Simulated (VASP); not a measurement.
Wanted: the native input for a VASP 6.6.1 run.

```yaml
Task: single point
Functional: PBE
Potentials_or_basis: VASP PAW PBE potentials, release 64 (Pb_d, F)
Cutoff: 520 eV
k_mesh: 8 × 8 × 8
Occupations: gaussian, width 0.05 eV
Spin: no spin polarisation
Dipole_correction: no
Further_INCAR_settings: ALGO = Normal; EDIFF = 1e-06; NBANDS = 21
```

The structure of PbF2 lies in POSCAR:

```
PbF2
1.0
    0.0000000000      2.9698500000      2.9698500000
    2.9698500000      0.0000000000      2.9698500000
    2.9698500000      2.9698500000      0.0000000000
Pb F
1 2
Direct
    0.0000000000      0.0000000000      0.0000000000
    0.2920896678      0.2920896678      0.2079103322
    0.7920896678      0.7920896678      0.7079103322
```

This cell differs from its parent crystal: all F atoms moved -0.250 Å, as atom 2 towards its neighbour atom 3 (F) at 2.970 Å.

The input as run:

INCAR

```
SYSTEM = PbF2
ALGO = Normal ; EDIFF = 1E-6
ENCUT = 520 ; GGA = PE
ISIF = 2 ; ISMEAR = 0
LASPH = .TRUE. ; LCHARG = .TRUE.
LELF = .TRUE. ; LREAL = .FALSE.
LVHAR = .TRUE. ; LWAVE = .FALSE.
NBANDS = 21 ; NELM = 80
PREC = Accurate ; SIGMA = 0.05
```

KPOINTS

```
k-points
0
G
  8 8 8
  0 0 0
```

Potentials or basis: VASP PAW PBE potentials, release 64 (Pb_d, F).

The run is started by

```console
$ cat potpaw_PBE.64/Pb_d/POTCAR potpaw_PBE.64/F/POTCAR > POTCAR
$ mpirun -np 1 vasp_std > vasp.out
```

Results of the run:

| Property | Result |
| --- | --- |
| Pressure | 3.4 GPa |
| Largest force | 0.489 eV/Å |
| Band gap on the k mesh | 4.35 eV, indirect (least direct gap 4.62 eV) |

Caveat: the cell differs from its parent crystal (all F atoms moved -0.250 Å, as atom 2 towards its neighbour atom 3 (F) at 2.970 Å); spin-orbit coupling is left out, which moves the levels of the heavy elements.

Run time: 18 s on 1 thread of Intel(R) Xeon(R) 6975P-C (Granite Rapids), with other jobs on the host, peak memory 0.21 GiB.
